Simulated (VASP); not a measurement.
# BN (I-4m2) in VASP: further runs

The runs below take BN through single point, with PBE.

All numbers are computed with VASP 6.6.1; they aren't measurements. Logs are shortened: lines on timing, memory, paths and dates and some standing lists are left out, and cuts for length are marked.

### Step 1. The cell of the first run

The structure is tetragonal, space group I-4m2 (No. 119). Conventional cell: a = 2.563 Å, b = 2.563 Å, c = 3.516 Å, α = 90.00°, β = 90.00°, γ = 90.00°. B (site symmetry -4m2) has 4 N at 1.55 Å within 2.1 Å. N (site symmetry -4m2) has 4 B at 1.55 Å within 2.1 Å.

### Step 2. Single point, PBE (strain -0.0300 x Voigt [0, 0, 1, 0, 0, 0])

INCAR

```
ALGO     = Normal         # electronic algorithm
EDIFF    = 1E-6           # SCF threshold, eV
ENCUT    = 520            # plane-wave cutoff, eV
GGA      = PE             # functional
ISIF     = 2              # what is computed and relaxed
ISMEAR   = 0              # smearing method
LASPH    = True           # aspherical terms in the spheres
LCHARG   = False          # write CHGCAR
LREAL    = False          # projectors in reciprocal space
LWAVE    = False          # write WAVECAR
NBANDS   = 11             # bands
NELM     = 60             # most SCF steps
PREC     = Accurate       # precision mode
SIGMA    = 0.05           # smearing width, eV
```

KPOINTS

```
k-points
0
Gamma
  12 12 12
```

POSCAR

```
BN
1.0
    0.0000000000      1.8123485119      1.7579780565
    1.8123485119      0.0000000000      1.7579780565
    1.8123485119      1.8123485119      0.0000000000
B N
1 1
Direct
    0.0000000000      0.0000000000      0.0000000000
    0.7500000000      0.7500000000      0.7500000000
```

Potentials or basis: VASP PAW PBE potentials, release 64 (B, N).

Command:

```bash
$ cat potpaw_PBE.64/B/POTCAR potpaw_PBE.64/N/POTCAR > POTCAR
$ mpirun -np 1 vasp_std > vasp.out
```

OUTCAR:

```text
EDIFF = 1E-6
   ENCUT = 520
   GGA = PE
   ISIF = 2
   ISMEAR = 0
   LASPH = True
   LREAL = False
   NELM = 60
   PREC = Accurate

 ion  position               nearest neighbor table
   1  0.000  0.000  0.000-   2 1.55   2 1.55   2 1.55   2 1.55
   2  0.750  0.750  0.750-   1 1.55   1 1.55   1 1.55   1 1.55

  LATTYP: Found a body centered tetragonal cell.
 ALAT       =     2.5630478453
 C/A-ratio  =     1.3717871555

  Lattice vectors:

 A1 = (   0.0000000000,  -1.8123485119,  -1.7579780565)
 A2 = (   0.0000000000,   1.8123485119,  -1.7579780565)
 A3 = (   1.8123485119,   0.0000000000,   1.7579780565)

Analysis of symmetry for initial positions (statically):
=====================================================================
 Subroutine PRICEL returns:
 Original cell was already a primitive cell.

 Routine SETGRP: Setting up the symmetry group for a
 body centered tetragonal supercell.

 Subroutine GETGRP returns: Found  8 space group operations
 (whereof  8 operations were pure point group operations)
 out of a pool of 16 trial point group operations.

The static configuration has the point symmetry D_2d.

Analysis of symmetry for dynamics (positions and initial velocities):
=====================================================================
 Subroutine PRICEL returns:
 Original cell was already a primitive cell.

 Routine SETGRP: Setting up the symmetry group for a
 body centered tetragonal supercell.

 Subroutine GETGRP returns: Found  8 space group operations
 (whereof  8 operations were pure point group operations)
 out of a pool of 16 trial point group operations.

The dynamic configuration has the point symmetry D_2d.

 Subroutine INISYM returns: Found  8 space group operations
 (whereof  8 operations are pure point group operations),
 and found     1 'primitive' translations

----------------------------------------------------------------------------------------

                                     Primitive cell

  volume of cell :      11.5485

  direct lattice vectors                    reciprocal lattice vectors
     0.000000000  1.812348512  1.757978057    -0.275885127  0.275885127  0.284417657
     1.812348512  0.000000000  1.757978057     0.275885127 -0.275885127  0.284417657
     1.812348512  1.812348512  0.000000000     0.275885127  0.275885127 -0.284417657

  length of vectors
     2.524894844  2.524894844  2.563047845     0.482823581  0.482823581  0.482823581

  position of ions in fractional coordinates (direct lattice)
     0.000000000  0.000000000  0.000000000
     0.750000000  0.750000000  0.750000000

  ion indices of the primitive-cell ions
   primitive index   ion index
                 1           1
                 2           2

----------------------------------------------------------------------------------------

 KPOINTS: k-points

Automatic generation of k-mesh.
 Grid dimensions read from file:
 generate k-points for:   12   12   12

 Generating k-lattice:

  Cartesian coordinates                     Fractional coordinates (reciprocal lattice)
    -0.022990427  0.022990427  0.023701471     0.083333333  0.000000000  0.000000000
     0.022990427 -0.022990427  0.023701471     0.000000000  0.083333333  0.000000000
     0.022990427  0.022990427 -0.023701471     0.000000000  0.000000000  0.083333333

  Length of vectors
     0.040235298  0.040235298  0.040235298

  Shift w.r.t. Gamma in fractional coordinates (k-lattice)
     0.000000000  0.000000000  0.000000000

 Subroutine IBZKPT returns following result:
 ===========================================

 Found    163 irreducible k-points:

 Following reciprocal coordinates:
            Coordinates               Weight
  0.000000  0.000000  0.000000      1.000000
  0.083333 -0.000000  0.000000      8.000000
  0.166667  0.000000  0.000000      8.000000
  0.250000  0.000000  0.000000      8.000000
  0.333333  0.000000  0.000000      8.000000
  0.416667 -0.000000  0.000000      8.000000
[... 16 lines left out ...]
  0.500000  0.166667  0.000000      8.000000
 -0.416667  0.166667  0.000000      8.000000
 [... further k-points ...]
   k-points           NKPTS =    163   k-points in BZ     NKDIM =    163   number of bands    NBANDS=     11
   number of dos      NEDOS =    301   number of ions     NIONS =      2
   total plane-waves  NPLWV =   8000
   dimension x,y,z NGX =    20 NGY =   20 NGZ =   20
   dimension x,y,z NGXF=    40 NGYF=   40 NGZF=   40
   ions per type =               1   1
   NGX,Y,Z   is equivalent  to a cutoff of  13.17, 13.17, 12.97 a.u.
   NGXF,Y,Z  is equivalent  to a cutoff of  26.34, 26.34, 25.95 a.u.
 SYSTEM =  unknown system
   PREC   = accura    normal or accurate (medium, high low for compatibility)
   ISTART =      0    job   : 0-new  1-cont  2-samecut
   ICHARG =      2    charge: 1-file 2-atom 10-const
   ISPIN  =      1    spin polarized calculation?
   LNONCOLLINEAR =      F non collinear calculations
   LSORBIT =      F    spin-orbit coupling
   LASPH  =      T    aspherical Exc in radial PAW
   ENCUT  =  520.0 eV  38.22 Ry    6.18 a.u.   4.69  4.69  4.77*2*pi/ulx,y,z
   NELM   =     60;   NELMIN=  2; NELMDL= -5     # of ELM steps
   EDIFF  = 0.1E-05   stopping-criterion for ELM
   LREAL  =      F    real-space projection
   EDIFFG = 0.1E-04   stopping-criterion for IOM
   NSW    =      0    number of steps for IOM
   IBRION =     -1    ionic relax: 0-MD 1-quasi-New 2-CG
   NFREE  =      0    steps in history (QN), initial steepest desc. (CG)
   ISIF   =      2    stress and relaxation
   ISYM   =      2    0-nonsym 1-usesym 2-fastsym
   POTIM  = 0.5000    time-step for ionic-motion
   TEBEG  =    0.0;   TEEND  =   0.0 temperature during run
   PSTRESS=    0.0 pullay stress
   NELECT =       8.0000    total number of electrons
   NUPDOWN=      -1.0000    fix difference up-down
   EMIN   =  10.00;   EMAX   =-10.00  energy-range for DOS
   EFERMI =   0.00;   METHOD = LEGACY
   ISMEAR =     0;   SIGMA  =   0.05  broadening in eV -4-tet -1-fermi 0-gaus
   EFERMI_NEDOS =   21; number of points for ismear=-14 and -15
   IALGO  =     38    algorithm
   IMIX   =      4    mixing-type and parameters
     AMIX     =   0.40;   BMIX     =  1.00
     AMIX_MAG =   1.60;   BMIX_MAG =  1.00
  volume/ion in A,a.u.               =       5.77        38.97
  Fermi-wavevector in a.u.,A,eV,Ry     =   1.448536  2.737336 28.548501  2.098256
  Thomas-Fermi vector in A             =   2.566365
   LORBIT       =      0    0 simple, 1 ext, 2 COOP (PROOUT), +10 PAW based schemes
   GGA     = PE    functional components
   LHFCALC =     F    Hartree Fock is set to
   AEXX    =    0.0000 exact exchange contribution
   IVDW    =     0    specifies the selected vdW correction
   LEPSILON=     F    determine dielectric tensor
   LRPA    =     F    only Hartree local field effects (RPA)
 non-spin polarized calculation
 Gauss-broadening in eV      SIGMA  =   0.05
  energy-cutoff  :      520.00
  volume of cell :       11.55
 maximum number of plane-waves:       323
   NGX =  9   NGY =  9   NGZ =  9

 number of electron       7.9999998 magnetization

 Free energy of the ion-electron system (eV)
  ---------------------------------------------------
  ext. energy  EPLUGINS =         0.00000000
  ---------------------------------------------------
  free energy    TOTEN  =       -17.42314980 eV

  energy without entropy =      -17.42314980  energy(sigma->0) =      -17.42314980

 E-fermi :   8.0752     XC(G=0): -12.9343

 val. band max:        7.8767789227   @ k =   0.0000   0.0000   0.0000
 cond. band min:      11.8160282526   @ k =   0.5000   0.5000   0.0000
 fundamental gap:      3.9392493298
 Fermi energy:         8.0752463606

 k-point     1 :       0.0000    0.0000    0.0000
  band No.  band energies     occupation
      1     -12.8044      2.00000
      2       7.5866      2.00000
      3       7.5866      2.00000
      4       7.8768      2.00000
      5      16.4737      0.00000
      6      16.6913      0.00000
      7      16.6913      0.00000
      8      18.3944      0.00000
      9      32.8661      0.00000
     10      34.9388      0.00000
     11      35.8149      0.00000

 k-point     2 :       0.0833   -0.0000    0.0000
  band No.  band energies     occupation
      1     -12.6322      2.00000
      2       6.7413      2.00000
      3       7.3895      2.00000
      4       7.6244      2.00000
      5      16.6848      0.00000
      6      16.9658      0.00000
      7      17.0017      0.00000
      8      18.9408      0.00000
      9      32.5761      0.00000
     10      32.9122      0.00000
     11      33.8791      0.00000

 k-point     3 :       0.1667    0.0000    0.0000
  band No.  band energies     occupation
      1     -12.1216      2.00000
      2       4.6241      2.00000
      3       6.9103      2.00000
      4       7.1901      2.00000
      5      17.0762      0.00000
      6      17.5857      0.00000
      7      17.6451      0.00000
      8      20.2452      0.00000
      9      31.4834      0.00000
     10      31.7431      0.00000
     11      32.5046      0.00000

 k-point     4 :       0.2500    0.0000    0.0000
  band No.  band energies     occupation
      1     -11.2959      2.00000
      2       2.1192      2.00000
      3       6.3569      2.00000
      4       6.7037      2.00000
      5      17.4045      0.00000
      6      18.1343      0.00000
      7      18.3309      0.00000
      8      21.5591      0.00000
      9      31.1739      0.00000
     10      31.2638      0.00000
     11      31.9950      0.00000
[... 239 lines left out ...]
 k-point    22 :       0.4167    0.1667    0.0000
  band No.  band energies     occupation
      1      -9.2187      2.00000
      2      -0.7084      2.00000
      3       4.4293      2.00000
      4       4.7444      2.00000
      5      16.0153      0.00000
      6      20.5787      0.00000
      7      20.6517      0.00000
      8      21.4414      0.00000
      9      28.5413      0.00000
     10      34.6199      0.00000
     11      36.3940      0.00000

 k-point    23 :       0.5000    0.1667    0.0000
  band No.  band energies     occupation
      1      -8.2396      2.00000
      2      -2.2723      2.00000
      3       4.1721      2.00000
      4       4.4868      2.00000
      5      16.3339      0.00000
      6      20.3810      0.00000
      7      20.5385      0.00000
      8      22.8278      0.00000
      9      28.7431      0.00000
     10      34.7053      0.00000
     11      35.6374      0.00000

 k-point    24 :      -0.4167    0.1667    0.0000
  band No.  band energies     occupation
      1      -8.1132      2.00000
      2      -2.4617      2.00000
      3       3.7538      2.00000
      4       4.8016      2.00000
      5      16.7465      0.00000
      6      20.0006      0.00000
      7      20.3975      0.00000
      8      23.6963      0.00000
      9      28.7934      0.00000
     10      33.2858      0.00000
     11      34.8279      0.00000

 [... further k-points ...]

------------------------ aborting loop because EDIFF is reached ----------------------------------------

  FORCE on cell =-STRESS in cart. coord.  units (eV):
  Direction    XX          YY          ZZ          XY          YZ          ZX
  --------------------------------------------------------------------------------------
  -------------------------------------------------------------------------------------
  Total        0.4458289      0.4458289      1.7648851      0.0000000      0.0000000      0.0000000
  in kB       61.8517376     61.8517376    244.8500151      0.0000000      0.0000000      0.0000000
  external PRESSURE =     122.8511634 kB  Pullay stress =       0.0000000 kB

 VOLUME and BASIS-vectors are now :
 -----------------------------------------------------------------------------
  energy-cutoff  :      520.00
  volume of cell :       11.55
      direct lattice vectors                 reciprocal lattice vectors
     0.000000000  1.812348512  1.757978057    -0.275885127  0.275885127  0.284417657
     1.812348512  0.000000000  1.757978057     0.275885127 -0.275885127  0.284417657
     1.812348512  1.812348512  0.000000000     0.275885127  0.275885127 -0.284417657

 POSITION                                       TOTAL-FORCE (eV/Angst)
 -----------------------------------------------------------------------------------
      0.00000      0.00000      0.00000        -0.000000     -0.000000      0.000000
      2.71852      2.71852      2.63697         0.000000      0.000000     -0.000000
 -----------------------------------------------------------------------------------
    total drift:                               -0.000001     -0.000001      0.000002

  FREE ENERGIE OF THE ION-ELECTRON SYSTEM (eV)
  ---------------------------------------------------
  free  energy   TOTEN  =       -17.4231498037 eV

  energy  without entropy=      -17.4231498037  energy(sigma->0) =      -17.42314980
```

Wall time 18 s (1 thread of Intel Xeon Platinum 8259CL at 2.50GHz (Skylake/Cascade Lake), shared host); peak memory 0.13 GiB.

What came out:

```yaml
Free_energy: -17.4231 eV
Pressure: 12.3 GPa
Band_gap_on_the_k_mesh: 3.94 eV, indirect (least direct gap 8.60 eV)
```

Levels at points of the mesh, in eV from the valence-band top:
```tsv
k point	band 1	band 2	band 3	band 4	band 5	band 6	band 7	band 8	band 9
(0.00, 0.00, 0.00)	-20.68	-0.29	-0.29	0.00	8.60	8.81	8.81	10.52	24.99
(0.50, 0.00, 0.00)	-16.35	-11.09	-2.41	-1.94	9.92	10.46	11.14	15.30	23.55
(0.50, 0.50, 0.00)	-14.72	-8.95	-5.48	-5.48	3.94	8.68	18.11	18.11	21.39
(0.50, 0.00, 0.50)	-15.08	-9.40	-5.07	-5.06	4.48	9.41	17.77	18.24	20.74
```

Caveat: the cell differs from its parent crystal (strain -0.0300 x Voigt [0, 0, 1, 0, 0, 0]).

### Step 3. Single point, PBE (strain -0.0450 x Voigt [0, 0, 1, 0, 0, 0])

INCAR

```
SYSTEM = BN
PREC = Accurate
ENCUT = 520
EDIFF = 1E-6
ISMEAR = 0
SIGMA = 0.05
LREAL = .False.
LASPH = .True.
NELM = 100
ALGO = Normal
ISIF = 2
LWAVE = .False.
LCHARG = .True.
GGA = PE
LELF = .True.
LVHAR = .True.
NBANDS = 11
```

KPOINTS

```
Automatic mesh
0
Gamma
  12 12 12
  0 0 0
```

POSCAR

```
BN
1.0
    0.0000000000      1.8123485119      1.7307928289
    1.8123485119      0.0000000000      1.7307928289
    1.8123485119      1.8123485119      0.0000000000
B N
1 1
Direct
    0.0000000000      0.0000000000      0.0000000000
    0.7500000000      0.7500000000      0.7500000000
```

Potentials or basis: VASP PAW PBE potentials, release 64 (B, N).

Command:

```bash
$ cat potpaw_PBE.64/B/POTCAR potpaw_PBE.64/N/POTCAR > POTCAR
$ mpirun -np 1 vasp_std > vasp.out
```

OUTCAR:

```text
SYSTEM = BN
   PREC = Accurate
   ENCUT = 520
   EDIFF = 1E-6
   ISMEAR = 0
   LREAL = .False.
   LASPH = .True.
   NELM = 100
   ISIF = 2
   GGA = PE

 ion  position               nearest neighbor table
   1  0.000  0.000  0.000-   2 1.55   2 1.55   2 1.55   2 1.55
   2  0.750  0.750  0.750-   1 1.55   1 1.55   1 1.55   1 1.55

  LATTYP: Found a body centered tetragonal cell.
 ALAT       =     2.5630478453
 C/A-ratio  =     1.3505739521

  Lattice vectors:

 A1 = (   0.0000000000,  -1.8123485119,  -1.7307928289)
 A2 = (   0.0000000000,   1.8123485119,  -1.7307928289)
 A3 = (   1.8123485119,   0.0000000000,   1.7307928289)

Analysis of symmetry for initial positions (statically):
=====================================================================
 Subroutine PRICEL returns:
 Original cell was already a primitive cell.

 Routine SETGRP: Setting up the symmetry group for a
 body centered tetragonal supercell.

 Subroutine GETGRP returns: Found  8 space group operations
 (whereof  8 operations were pure point group operations)
 out of a pool of 16 trial point group operations.

The static configuration has the point symmetry D_2d.
[... 171 lines left out ...]
      2       7.7382      2.00000
      3       7.7382      2.00000
      4       8.1700      2.00000
      5      16.6833      0.00000
      6      17.0135      0.00000
      7      17.0135      0.00000
      8      18.8455      0.00000
      9      33.3710      0.00000
     10      34.9211      0.00000
     11      35.9431      0.00000
[... 309 lines left out ...]
 k-point    24 :      -0.4167    0.1667    0.0000
  band No.  band energies     occupation
      1      -8.0172      2.00000
      2      -2.3706      2.00000
      3       4.0429      2.00000
      4       4.8269      2.00000
      5      16.8342      0.00000
      6      20.2641      0.00000
      7      20.8925      0.00000
      8      24.1087      0.00000
      9      29.0898      0.00000
     10      33.6799      0.00000
     11      35.3272      0.00000

 [... further k-points ...]

------------------------ aborting loop because EDIFF is reached ----------------------------------------

  FORCE on cell =-STRESS in cart. coord.  units (eV):
  Direction    XX          YY          ZZ          XY          YZ          ZX
  --------------------------------------------------------------------------------------
  -------------------------------------------------------------------------------------
  Total        0.6966609      0.6966609      2.6406175      0.0000000      0.0000000      0.0000000
  in kB       98.1688058     98.1688058    372.0982033      0.0000000      0.0000000      0.0000000
  external PRESSURE =     189.4786049 kB  Pullay stress =       0.0000000 kB

 VOLUME and BASIS-vectors are now :
 -----------------------------------------------------------------------------
  energy-cutoff  :      520.00
  volume of cell :       11.37
      direct lattice vectors                 reciprocal lattice vectors
     0.000000000  1.812348512  1.730792829    -0.275885127  0.275885127  0.288884950
     1.812348512  0.000000000  1.730792829     0.275885127 -0.275885127  0.288884950
     1.812348512  1.812348512  0.000000000     0.275885127  0.275885127 -0.288884950

 POSITION                                       TOTAL-FORCE (eV/Angst)
 -----------------------------------------------------------------------------------
      0.00000      0.00000      0.00000        -0.000000     -0.000000     -0.000000
      2.71852      2.71852      2.59619         0.000000      0.000000      0.000000
 -----------------------------------------------------------------------------------
    total drift:                               -0.000001     -0.000001      0.000002

  FREE ENERGIE OF THE ION-ELECTRON SYSTEM (eV)
  ---------------------------------------------------
  free  energy   TOTEN  =       -17.3885016904 eV

  energy  without entropy=      -17.3885016904  energy(sigma->0) =      -17.38850169
```

OSZICAR:

```text
N       E                     dE             d eps       ncg     rms          rms(c)
DAV:   1     0.107021959499E+02    0.10702E+02   -0.50642E+03  3690   0.731E+02
DAV:   2    -0.179201968983E+02   -0.28622E+02   -0.27721E+02  4272   0.167E+02
DAV:   3    -0.184140722244E+02   -0.49388E+00   -0.49313E+00  4201   0.187E+01
DAV:   4    -0.184146085905E+02   -0.53637E-03   -0.53636E-03  3859   0.693E-01
DAV:   5    -0.184146090686E+02   -0.47810E-06   -0.47810E-06  4177   0.203E-02    0.693E+00
DAV:   6    -0.174876145950E+02    0.92699E+00   -0.28907E+00  3757   0.100E+01    0.340E+00
DAV:   7    -0.174035815405E+02    0.84033E-01   -0.12203E-01  4015   0.284E+00    0.198E+00
DAV:   8    -0.173882141262E+02    0.15367E-01   -0.36949E-02  4008   0.141E+00    0.213E-01
DAV:   9    -0.173884154766E+02   -0.20135E-03   -0.90882E-04  3784   0.261E-01    0.873E-02
DAV:  10    -0.173884968745E+02   -0.81398E-04   -0.11550E-04  3933   0.918E-02    0.155E-02
DAV:  11    -0.173885016725E+02   -0.47981E-05   -0.82861E-06  4094   0.238E-02    0.107E-02
DAV:  12    -0.173885016904E+02   -0.17845E-07   -0.14138E-06  2186   0.830E-03
   1 F= -.17388502E+02 E0= -.17388502E+02  d E =-.426635E-16
```

stdout:

```text
POSCAR found type information on POSCAR B N
 POSCAR found :  2 types and       2 ions
 scaLAPACK will be used
 LDA part: xc-table for (Slater+PW92), standard interpolation
 POSCAR, INCAR and KPOINTS ok, starting setup
 FFT: planning ... GRIDC
 FFT: planning ... GRID_SOFT
 FFT: planning ... GRID
 WAVECAR not read
 entering main loop
```

Wall time 19 s (1 thread of Intel Xeon Platinum 8259CL at 2.50GHz (Skylake/Cascade Lake), shared host); peak memory 0.13 GiB.

What came out:

```
Free energy            : -17.3885 eV
Pressure               : 18.9 GPa
Band gap on the k mesh : 3.68 eV, indirect (least direct gap 8.51 eV)
```

Caveat: the cell differs from its parent crystal (strain -0.0450 x Voigt [0, 0, 1, 0, 0, 0]). A k mesh can miss the band edges.

[end of part 1 of 2]
